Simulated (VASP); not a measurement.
# Nd2CdC2 in VASP: notebook

Nd2CdC2 is run at these levels: PBE; tasks: single point, relaxation of cell and atoms.

All numbers are computed with VASP 6.6.1; they aren't measurements. Logs are shortened: lines on timing, memory, paths and dates and some standing lists are left out, and cuts for length are marked.

## (1) The cell of the first run

The typed cell holds 10 atoms: a = 3.837 Å, b = 6.942 Å, c = 7.811 Å, α = 90.00°, β = 72.48°, γ = 90.00°.

## (2) Single point, PBE

INCAR reads:

```
SYSTEM = Nd2CdC2
  ALGO = Normal
  EDIFF = 1E-6
  ENCUT = 600
  GGA = PE
  GGA_COMPAT = .FALSE.
  ISIF = 2
  ISMEAR = 0
  LASPH = .TRUE.
  LCHARG = .FALSE.
  LMAXMIX = 6
  LREAL = .FALSE.
  LWAVE = .FALSE.
  NBANDS = 53
  NELM = 200
  PREC = Accurate
  SIGMA = 0.2
```

KPOINTS reads:

```
k-points
0
G
  6 4 4
  0 0 0
```

POSCAR reads:

```
Nd2CdC2
1.0
   -0.0028457594      0.5844810108      3.7919382579
    6.9420378883      0.0002549723      0.0053497769
   -0.0010592557      7.7201847737      1.1890104022
Nd Cd C
4 2 4
Direct
    0.7161181347      0.7992991228      0.3078124306
    0.5093530013      0.7020761343      0.8492644969
    0.4906415076      0.2020743202      0.6507287139
    0.2838697764      0.2993102934      0.1921956365
    0.1091785682      0.5448090667      0.5401628407
   -0.1091606285      0.0447976279      0.9598412896
    0.0133963468      0.4147088829      0.9191926245
   -0.0133823166      0.9147088255      0.5808065584
    0.1337618286      0.0391100150      0.4440174092
   -0.1337762184      0.5391057113      0.0559779995
```

Potentials or basis: VASP PAW PBE potentials, release 64 (Nd_3, Cd, C), 4f in core.

Started as:

```console
$ cat potpaw_PBE.64/Nd_3/POTCAR potpaw_PBE.64/Cd/POTCAR potpaw_PBE.64/C/POTCAR > POTCAR
$ mpirun -np 1 vasp_std > vasp.out
```

OUTCAR:

```text
SYSTEM = Nd2CdC2
   EDIFF = 1E-6
   ENCUT = 600
   GGA = PE
   ISIF = 2
   ISMEAR = 0
   LASPH = .TRUE.
   LREAL = .FALSE.
   NELM = 200
   PREC = Accurate

 ion  position               nearest neighbor table
   1  0.716  0.799  0.308-  10 2.60   9 2.73   9 2.74   8 2.76   5 3.05   6 3.11   5 3.22   3 3.79

   2  0.509  0.702  0.849-  10 2.66   7 2.70  10 2.75   8 2.76   5 3.00   6 3.05   6 3.29   5 3.41
                             4 3.79   3 3.81
   3  0.491  0.202  0.651-   9 2.66   8 2.70   9 2.75   7 2.76   6 3.00   5 3.05   5 3.29   6 3.41
                             1 3.79   2 3.81
   4  0.284  0.299  0.192-   9 2.60  10 2.73  10 2.74   7 2.76   6 3.05   5 3.11   6 3.22   2 3.79

   5  0.109  0.545  0.540-   8 2.61   2 3.00   1 3.05   3 3.05   4 3.11   1 3.22   3 3.29   2 3.41

   6  0.891  0.045  0.960-   7 2.61   3 3.00   4 3.05   2 3.05   1 3.11   4 3.22   2 3.29   3 3.41

   7  0.013  0.415  0.919-  10 1.36   6 2.61   2 2.70   4 2.76   3 2.76
   8  0.987  0.915  0.581-   9 1.36   5 2.61   3 2.70   1 2.76   2 2.76
   9  0.134  0.039  0.444-   8 1.36   4 2.60   3 2.66   1 2.73   1 2.74   3 2.75
  10  0.866  0.539  0.056-   7 1.36   1 2.60   2 2.66   4 2.73   4 2.74   2 2.75

  LATTYP: Found a simple monoclinic cell.
 ALAT       =     7.5956240564
 B/A-ratio  =     0.9139525473
 C/A-ratio  =     1.2052908302
 COS(beta)  =    -0.9116377745

  Lattice vectors:

 A1 = (   0.0017865037,   7.1357037629,  -2.6029278557)
 A2 = (  -6.9420378883,  -0.0002549723,  -0.0053497769)
 A3 = (  -0.0046322631,  -6.5512227521,   6.3948661136)

Analysis of symmetry for initial positions (statically):
=====================================================================
 Subroutine PRICEL returns:
 Original cell was already a primitive cell.

 Routine SETGRP: Setting up the symmetry group for a
 simple monoclinic supercell.

 Subroutine GETGRP returns: Found  1 space group operations
 (whereof  1 operations were pure point group operations)
 out of a pool of  4 trial point group operations.

The static configuration has the point symmetry C_1 .

Analysis of symmetry for dynamics (positions and initial velocities):
=====================================================================
 Subroutine PRICEL returns:
 Original cell was already a primitive cell.

 Routine SETGRP: Setting up the symmetry group for a
 simple monoclinic supercell.

 Subroutine GETGRP returns: Found  1 space group operations
 (whereof  1 operations were pure point group operations)
 out of a pool of  4 trial point group operations.

The dynamic configuration has the point symmetry C_1 .

 Subroutine INISYM returns: Found  1 space group operations
 (whereof  1 operations are pure point group operations),
 and found     1 'primitive' translations

----------------------------------------------------------------------------------------

                                     Primitive cell

  volume of cell :     198.4002

  direct lattice vectors                    reciprocal lattice vectors
    -0.002845759  0.584481011  3.791938258    -0.000206643 -0.041603601  0.270129906
     6.942037888  0.000254972  0.005349777     0.144049837  0.000003190  0.000107614
    -0.001059256  7.720184774  1.189010402     0.000010887  0.132680311 -0.020451043

  length of vectors
     3.836720201  6.942039954  7.811209881     0.273314962  0.144049877  0.134247198

  position of ions in fractional coordinates (direct lattice)
     0.716118135  0.799299123  0.307812431
     0.509353001  0.702076134  0.849264497
     0.490641508  0.202074320  0.650728714
     0.283869776  0.299310293  0.192195637
     0.109178568  0.544809067  0.540162841
     0.890839372  0.044797628  0.959841290
     0.013396347  0.414708883  0.919192624
     0.986617683  0.914708826  0.580806558
     0.133761829  0.039110015  0.444017409
     0.866223782  0.539105711  0.055978000

  ion indices of the primitive-cell ions
   primitive index   ion index
                 1           1
                 2           2
                 3           3
                 4           4
                 5           5
                 6           6
                 7           7
                 8           8
                 9           9
                10          10

----------------------------------------------------------------------------------------

 KPOINTS: k-points

Automatic generation of k-mesh.
 Grid dimensions read from file:
 generate k-points for:    6    4    4

 Generating k-lattice:

  Cartesian coordinates                     Fractional coordinates (reciprocal lattice)
    -0.000034441 -0.006933934  0.045021651     0.166666667 -0.000000000  0.000000000
     0.036012459  0.000000798  0.000026904     0.000000000  0.250000000  0.000000000
     0.000002722  0.033170078 -0.005112761     0.000000000  0.000000000  0.250000000

  Length of vectors
     0.045552494  0.036012469  0.033561799

  Shift w.r.t. Gamma in fractional coordinates (k-lattice)
     0.000000000  0.000000000  0.000000000

 -----------------------------------------------------------------------------
|                                                                             |
|           W    W    AA    RRRRR   N    N  II  N    N   GGGG   !!!           |
|           W    W   A  A   R    R  NN   N  II  NN   N  G    G  !!!           |
|           W    W  A    A  R    R  N N  N  II  N N  N  G       !!!           |
|           W WW W  AAAAAA  RRRRR   N  N N  II  N  N N  G  GGG   !            |
|           WW  WW  A    A  R   R   N   NN  II  N   NN  G    G                |
|           W    W  A    A  R    R  N    N  II  N    N   GGGG   !!!           |
|                                                                             |
|     Your reciprocal lattice and k-lattice belong to different lattice       |
|     classes:                                                                |
|                                                                             |
|        The reciprocal lattice is triclinic,                                 |
|        whereas your k-lattice is simple monoclinic.                         |
|                                                                             |
|     Results are often still useful ...                                      |
[... 16 lines left out ...]
[... 16 lines left out ...]
  0.333333  0.250000  0.250000      2.000000
  0.500000  0.250000  0.250000      2.000000
 [... further k-points ...]
   k-points           NKPTS =     52   k-points in BZ     NKDIM =     52   number of bands    NBANDS=     53
   number of dos      NEDOS =    301   number of ions     NIONS =     10
   total plane-waves  NPLWV = 114688
   dimension x,y,z NGX =    32 NGY =   56 NGZ =   64
   dimension x,y,z NGXF=    64 NGYF=  112 NGZF=  128
   ions per type =               4   2   4
   NGX,Y,Z   is equivalent  to a cutoff of  13.87, 13.41, 13.62 a.u.
   NGXF,Y,Z  is equivalent  to a cutoff of  27.73, 26.82, 27.24 a.u.
 SYSTEM =  Nd2CdC2
   PREC   = accura    normal or accurate (medium, high low for compatibility)
   ISTART =      0    job   : 0-new  1-cont  2-samecut
   ICHARG =      2    charge: 1-file 2-atom 10-const
   ISPIN  =      1    spin polarized calculation?
   LNONCOLLINEAR =      F non collinear calculations
   LSORBIT =      F    spin-orbit coupling
   LASPH  =      T    aspherical Exc in radial PAW
   ENCUT  =  600.0 eV  44.10 Ry    6.64 a.u.   7.66 13.86 15.60*2*pi/ulx,y,z
   NELM   =    200;   NELMIN=  2; NELMDL= -5     # of ELM steps
   EDIFF  = 0.1E-05   stopping-criterion for ELM
   LREAL  =      F    real-space projection
   EDIFFG = 0.1E-04   stopping-criterion for IOM
   NSW    =      0    number of steps for IOM
   IBRION =     -1    ionic relax: 0-MD 1-quasi-New 2-CG
   NFREE  =      0    steps in history (QN), initial steepest desc. (CG)
   ISIF   =      2    stress and relaxation
   ISYM   =      2    0-nonsym 1-usesym 2-fastsym
   POTIM  = 0.5000    time-step for ionic-motion
   TEBEG  =    0.0;   TEEND  =   0.0 temperature during run
   PSTRESS=    0.0 pullay stress
   NELECT =      84.0000    total number of electrons
   NUPDOWN=      -1.0000    fix difference up-down
   EMIN   =  10.00;   EMAX   =-10.00  energy-range for DOS
   EFERMI =   0.00;   METHOD = LEGACY
   ISMEAR =     0;   SIGMA  =   0.20  broadening in eV -4-tet -1-fermi 0-gaus
   EFERMI_NEDOS =   21; number of points for ismear=-14 and -15
   IALGO  =     38    algorithm
   IMIX   =      4    mixing-type and parameters
     AMIX     =   0.40;   BMIX     =  1.00
     AMIX_MAG =   1.60;   BMIX_MAG =  1.00
  volume/ion in A,a.u.               =      19.84       133.89
  Fermi-wavevector in a.u.,A,eV,Ry     =   1.229289  2.323019 20.560457  1.511151
  Thomas-Fermi vector in A             =   2.364182
   LORBIT       =      0    0 simple, 1 ext, 2 COOP (PROOUT), +10 PAW based schemes
   GGA     = PE    functional components
   LHFCALC =     F    Hartree Fock is set to
   AEXX    =    0.0000 exact exchange contribution
   IVDW    =     0    specifies the selected vdW correction
   LEPSILON=     F    determine dielectric tensor
   LRPA    =     F    only Hartree local field effects (RPA)
 non-spin polarized calculation
 Gauss-broadening in eV      SIGMA  =   0.20
  energy-cutoff  :      600.00
  volume of cell :      198.40
 maximum number of plane-waves:      6645
 NGX is ok and might be reduce to    32

 number of electron      84.0000004 magnetization

 Free energy of the ion-electron system (eV)
  ---------------------------------------------------
  ext. energy  EPLUGINS =         0.00000000
  ---------------------------------------------------
  free energy    TOTEN  =       -58.20821669 eV

  energy without entropy =      -58.11238950  energy(sigma->0) =      -58.16030309

 E-fermi :   3.9975     XC(G=0): -10.5655

 val. band max:        3.9813981485   @ k =   0.0000   0.0000   0.0000
 cond. band min:       3.9984119495   @ k =   0.5000   0.2500   0.5000
 fundamental gap:      0.0170138010
 Fermi energy:         3.9974892071

 k-point     1 :       0.0000    0.0000    0.0000
  band No.  band energies     occupation
      1     -33.7957      2.00000
      2     -33.7643      2.00000
      3     -33.6674      2.00000
      4     -33.6452      2.00000
      5     -15.4457      2.00000
      6     -15.2011      2.00000
[... 45 lines left out ...]
     52       7.1841      0.00000
     53       7.2882      0.00000

 k-point     2 :       0.1667   -0.0000   -0.0000
  band No.  band energies     occupation
      1     -33.7883      2.00000
      2     -33.7580      2.00000
      3     -33.6598      2.00000
      4     -33.6405      2.00000
      5     -15.3947      2.00000
      6     -15.1729      2.00000
[... 45 lines left out ...]
     52       7.3632      0.00000
     53       7.4220      0.00000
[... 1174 lines left out ...]
     52       7.7110      0.00000
     53       8.0358      0.00000

 k-point    24 :       0.5000    0.2500    0.2500
  band No.  band energies     occupation
      1     -33.7620      2.00000
      2     -33.7429      2.00000
      3     -33.6318      2.00000
      4     -33.6313      2.00000
      5     -15.4504      2.00000
      6     -15.3761      2.00000
[... 45 lines left out ...]
     52       8.1063      0.00000
     53       8.2031      0.00000

 [... further k-points ...]

------------------------ aborting loop because EDIFF is reached ----------------------------------------

  FORCE on cell =-STRESS in cart. coord.  units (eV):
  Direction    XX          YY          ZZ          XY          YZ          ZX
  --------------------------------------------------------------------------------------
  -------------------------------------------------------------------------------------
  Total        0.5436482      0.6576225      0.4304894     -0.0009035      0.0388133     -0.0008271
  in kB        4.3902227      5.3106203      3.4764100     -0.0072961      0.3134359     -0.0066794
  external PRESSURE =       4.3924177 kB  Pullay stress =       0.0000000 kB

 VOLUME and BASIS-vectors are now :
 -----------------------------------------------------------------------------
  energy-cutoff  :      600.00
  volume of cell :      198.40
      direct lattice vectors                 reciprocal lattice vectors
    -0.002845759  0.584481011  3.791938258    -0.000206643 -0.041603601  0.270129906
     6.942037888  0.000254972  0.005349777     0.144049837  0.000003190  0.000107614
    -0.001059256  7.720184774  1.189010402     0.000010887  0.132680311 -0.020451043

 POSITION                                       TOTAL-FORCE (eV/Angst)
 -----------------------------------------------------------------------------------
      5.54640      2.79513      3.08574         0.020933      0.005293      0.013297
      4.87149      6.85437      2.94498        -0.011165      0.015070      0.000472
      1.40072      5.31057      2.63529        -0.011202     -0.014829     -0.000379
      2.07681      1.64978      1.30654         0.020401     -0.005798     -0.013078
      3.78120      4.23411      1.05917        -0.012056     -0.010586     -0.002174
      0.30743      7.93084      4.51951        -0.011655      0.010668      0.001843
      2.87791      7.10427      1.14595        -0.051937     -0.060837      0.026668
      6.34652      5.06083      4.43667        -0.051844      0.060464     -0.026943
      0.27065      3.50609      1.03537         0.054075     -0.054391      0.023332
      3.73997      0.93859      3.35411         0.054451      0.054947     -0.023039
 -----------------------------------------------------------------------------------
    total drift:                               -0.000792     -0.000010      0.000005

  FREE ENERGIE OF THE ION-ELECTRON SYSTEM (eV)
  ---------------------------------------------------
  free  energy   TOTEN  =       -58.2082166860 eV

  energy  without entropy=      -58.1123895008  energy(sigma->0) =      -58.16030309
```

Wall time 7.1 min (1 thread of Intel Xeon Platinum 8559C (Emerald Rapids), shared host); peak memory 0.68 GiB.

What came out:

```
Free energy            : -58.2082 eV
Pressure               : 0.4 GPa
Largest force          : 0.084 eV/Å
Band gap on the k mesh : zero (bands 42 and 43 overlap by 0.79 eV)
```

Forces in eV/Å, atoms in the order of the input:
```
Nd   0.021  0.005  0.013
Nd  -0.011  0.015  0.000
Nd  -0.011 -0.015  0.000
Nd   0.020 -0.006 -0.013
Cd  -0.012 -0.011 -0.002
Cd  -0.012  0.011  0.002
C   -0.052 -0.061  0.027
C   -0.052  0.060 -0.027
C    0.054 -0.054  0.023
C    0.054  0.055 -0.023
```

Stress tensor (GPa, compression positive):
```
0.44 0.00 0.00
0.00 0.53 0.03
0.00 0.03 0.35
```

Caveat: spin-orbit coupling is left out, which moves the levels of the heavy elements; the 4f electrons are frozen in the core, so they carry no moment and show no levels. Spin polarisation is off, so any magnetic state and its effect on volume and gap are missing.

## (3) Relaxation of cell and atoms, PBE

This run uses another cell than the first one, of the same volume but with other edges.

INCAR reads:

```
SYSTEM = Nd2CdC2
PREC = Accurate
ENCUT = 600
EDIFF = 1E-7
ISMEAR = 0
SIGMA = 0.1
LREAL = .False.
LASPH = .True.
NELM = 200
ALGO = Normal
ISIF = 3
LWAVE = .False.
LCHARG = .False.
GGA = PE
IBRION = 2
NSW = 100
EDIFFG = -0.01
GGA_COMPAT = .False.
NELMIN = 4
LMAXMIX = 6
KPAR = 4
```

KPOINTS reads:

```
Automatic mesh
0
Gamma
  8 6 4
  0 0 0
```

POSCAR reads:

```
Nd2CdC2
1.0
    3.8367202012      0.0000000000      0.0000000000
    0.0000000000      6.9420399544      0.0000000000
   -1.4855040648      0.0000000000      7.4489450581
Nd Cd C
4 2 4
Direct
    0.7739195304      0.7992991228      0.0578103655
    0.1086064632      0.7020761343      0.5992624317
    0.8913935368      0.2020761343      0.4007375683
    0.2260804696      0.2992991228      0.9421896345
    0.3993303739      0.5448090667      0.2901607755
    0.6006696261      0.0448090667      0.7098392245
    0.6825779363      0.4147088829      0.6691905594
    0.3174220637      0.9147088829      0.3308094406
    0.3277682028      0.0391100150      0.1940153441
    0.6722317972      0.5391100150      0.8059846559
```

Potentials or basis: VASP PAW PBE potentials, release 64 (Nd_3, Cd, C), 4f in core.

Started as:

```console
$ cat potpaw_PBE.64/Nd_3/POTCAR potpaw_PBE.64/Cd/POTCAR potpaw_PBE.64/C/POTCAR > POTCAR
$ mpirun -np 4 vasp_std > vasp.out
```

It took 33 min on 4 MPI ranks of Intel Xeon 6975P-C (Granite Rapids), shared host; peak memory 0.91 GiB.

Results (log left out):

| Property | Result |
| --- | --- |
| Free energy | -58.1854 eV |
| Relaxed volume | 19.98 Å³/atom |
| Relaxed cell | a = 3.833 Å, b = 6.949 Å, c = 7.627 Å, α = 90.00°, β = 100.42°, γ = 90.00° |
| Space group after relaxing (to 0.1 Å) | P2_1 (No. 4) |
| Energy gained by relaxing | 0.3 meV/atom |
| Ionic steps | 25 |
| Pressure after relaxing | 0.0 GPa |
| Largest force after relaxing | 0.008 eV/Å |
| Band gap on the k mesh | zero (bands 42 and 43 overlap by 0.93 eV) |

Forces on the atoms (eV/Å):
```
Nd  -0.003  0.000  0.002
Nd  -0.002 -0.003 -0.006
Nd   0.002 -0.003  0.006
Nd   0.003  0.000 -0.002
Cd  -0.003  0.005  0.004
Cd   0.003  0.005 -0.004
C    0.002 -0.007  0.002
C   -0.002 -0.007 -0.002
C    0.003  0.005 -0.002
C   -0.003  0.005  0.002
```

The path:
| step | energy change (eV) | largest force (eV/Å) | pressure (GPa) | volume (Å³) |
| --- | --- | --- | --- | --- |
| 1 | 0.0000 | 0.1069 | 0.39 | 198.40 |
| 2 | 0.0032 | 0.3784 | -0.55 | 199.78 |
| 3 | -0.0009 | 0.0616 | 0.08 | 198.84 |
| 4 | -0.0015 | 0.0235 | -0.05 | 199.35 |
| 5 | -0.0015 | 0.0238 | -0.06 | 199.41 |
| 6 | -0.0018 | 0.0201 | -0.04 | 199.38 |
| 7 | -0.0021 | 0.0271 | 0.00 | 199.31 |
| 8 | -0.0021 | 0.0303 | 0.01 | 199.30 |
| 9 | -0.0024 | 0.0267 | 0.05 | 199.32 |
| 10 | -0.0025 | 0.0687 | 0.10 | 199.36 |
| 11 | -0.0026 | 0.0566 | 0.08 | 199.39 |
| 12 | -0.0027 | 0.0260 | 0.02 | 199.50 |
| 13 | -0.0028 | 0.0232 | 0.00 | 199.55 |
| 14 | -0.0028 | 0.0226 | 0.00 | 199.55 |
| 15 | -0.0029 | 0.0208 | -0.01 | 199.58 |
| 16 | -0.0030 | 0.0178 | -0.02 | 199.64 |
| 17 | -0.0032 | 0.0153 | -0.03 | 199.76 |
| 18 | -0.0032 | 0.0256 | -0.07 | 199.99 |
| 19 | -0.0032 | 0.0200 | -0.06 | 199.90 |
| 20 | -0.0033 | 0.0138 | -0.02 | 199.78 |
| 21 | -0.0034 | 0.0203 | 0.01 | 199.72 |
| 22 | -0.0034 | 0.0284 | 0.05 | 199.69 |
| 23 | -0.0034 | 0.0186 | 0.04 | 199.70 |
| 24 | -0.0034 | 0.0136 | 0.02 | 199.74 |
| 25 | -0.0034 | 0.0077 | 0.00 | 199.80 |

Final structure:
```xyz
10
Lattice="3.8333 0.0000 0.0269 0.0000 6.9489 0.0000 -1.4320 0.0000 7.4909" Properties=species:S:1:pos:R:3 pbc="T T T"
Nd    2.8971    5.5607    0.4542
Nd   -0.4212    4.8688    4.4824
Nd    2.8225    1.3944    3.0354
Nd   -0.4958    2.0863    7.0636
Cd    1.1243    3.7759    2.1632
Cd    1.2770    0.3014    5.3546
C     1.6699    2.8842    5.0452
C     0.7314    6.3587    2.4726
C     0.9732    0.2826    1.4606
C     1.4281    3.7570    6.0572
```

Levels at points of the mesh, in eV from the Fermi level:
```csv
k point,band 38,band 39,band 40,band 41,band 42,band 43,band 44,band 45,band 46,band 47
"(0.00, 0.00, 0.00)",-2.57,-0.50,-0.23,-0.05,0.16,0.25,0.61,1.55,1.74,1.97
"(0.50, 0.00, 0.00)",-2.23,-1.69,-1.38,-0.78,-0.67,0.47,0.51,1.35,1.95,2.02
"(0.00, 0.50, 0.00)",-2.82,-0.49,-0.49,-0.43,-0.43,0.75,0.75,1.46,1.46,1.86
"(0.50, 0.50, 0.00)",-2.30,-1.56,-1.56,-1.02,-1.02,-0.11,-0.11,1.17,1.17,2.56
"(0.00, 0.00, 0.50)",-2.47,-1.03,-0.47,-0.06,0.47,0.72,1.15,1.22,1.57,1.67
"(0.50, 0.00, 0.50)",-2.25,-1.61,-1.49,-0.70,-0.69,0.57,0.68,1.43,1.63,1.63
"(0.00, 0.50, 0.50)",-2.81,-0.72,-0.72,-0.40,-0.40,0.87,0.87,1.30,1.30,1.89
"(0.50, 0.50, 0.50)",-2.41,-1.48,-1.48,-0.92,-0.92,-0.10,-0.10,0.88,0.88,2.63
```

Caveat: spin-orbit coupling is left out, which moves the levels of the heavy elements; the 4f electrons are frozen in the core, so they carry no moment and show no levels. Spin polarisation is off, so any magnetic state and its effect on volume and gap are missing.
